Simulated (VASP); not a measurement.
Crystal: Sn3Se.

```xyz
4
Lattice="0.0000 3.7331 3.7331 3.7331 0.0000 3.7331 3.7331 3.7331 0.0000" Properties=species:S:1:pos:R:3 pbc="T T T"
Sn    3.7331    3.7331    3.7331
Sn    5.5997    5.5997    5.5997
Sn    1.8666    1.8666    1.8666
Se    0.0000    0.0000    0.0000
```

Base run:

```yaml
Program: VASP 6.6.1
Functional: r2SCAN
Potentials_or_basis: VASP PAW PBE potentials, release 64 (Sn_d, Se)
Cutoff: 520 eV
k_mesh: 5 × 5 × 5
Occupations: fermi-dirac, width 0.1 eV
Spin: no spin polarisation
```

Its results: pressure -0.9 GPa.

Task: The run is repeated on the same cell with these changes: k mesh from 5 × 5 × 5 to 4 × 4 × 4; occupations from fermi-dirac, width 0.1 eV to fermi-dirac, width 0.05 eV. What comes out?

Result: Pressure -1.6 GPa.

Caveats: some runs use coarse meshes; the PAW data sets were made with another functional, which shifts forces and pressure a little.
